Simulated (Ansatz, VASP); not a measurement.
## One calculation of HgTe, two programs

Contents of INCAR:

```
SYSTEM = HgTe
PREC = Accurate ; ENCUT = 520
EDIFF = 1E-8 ; ISMEAR = -1
SIGMA = 0.03 ; LREAL = .FALSE.
LASPH = .TRUE. ; NELM = 100
ALGO = Normal ; ISIF = 2
LWAVE = .FALSE. ; LCHARG = .FALSE.
LEFG = .TRUE. ; NBANDS = 16
```

Contents of KPOINTS:

```
Automatic mesh
0
G
  11 11 11
  0 0 0
```

Contents of POSCAR:

```
HgTe
1.0
    0.0000000000      3.2342093810      3.2342093810
    3.2342093810      0.0000000000      3.2342093810
    3.2342093810      3.2342093810      0.0000000000
Hg Te
1 1
Direct
    0.0000000000      0.0000000000      0.0000000000
    0.7500000000      0.7500000000      0.7500000000
```

Input for Ansatz:

```yaml
crystal:
  lattice:
    - [0.0, 3.234209381, 3.234209381]
    - [3.234209381, 0.0, 3.234209381]
    - [3.234209381, 3.234209381, 0.0]
  atoms:
    - { symbol: Hg, position: [0.0, 0.0, 0.0] }
    - { symbol: Te, position: [0.75, 0.75, 0.75] }
kpoints:
  mp_grid: { grid: [11, 11, 11] }
scf:
  occupations: { method: fermi_dirac, width: 0.03 }
hamiltonian:
  xc: lda
  pseudopotentials: { kind: paw }
output:
  forces: true
  stress: true
  eigenvalues: true
  efg: { contact_densities: true }
```

Change from the starting cell: volume scaled by 1.01, PAW files.

Alike in both runs: task electric field gradients; functional LDA; k mesh 11 × 11 × 11; occupations fermi-dirac, width 0.03 eV; no spin polarisation.

|  | VASP | Ansatz |
| --- | --- | --- |
| version | VASP 6.6.1 | Ansatz 0.2.0 |
| potentials or method | VASP PAW LDA potentials, release 64 (Hg, Te) | PAW with Ansatz's default frozen-core files, scalar-relativistic |
| plane-wave cutoff (eV) | 520 | 420 |
| valence electrons in the cell | 18 | 36 |

Ansatz gave:

- pressure (GPa): -0.7

Which values does VASP return?

Pressure (GPa): -0.5.

LDA's correlation is that of Perdew and Zunger in VASP and of Perdew and Wang (1992) in Ansatz. VASP's potentials hold 18 valence electrons a cell and Ansatz's 36, so a difference there can come from the potentials and not from the codes.

Spin-orbit coupling is off throughout.
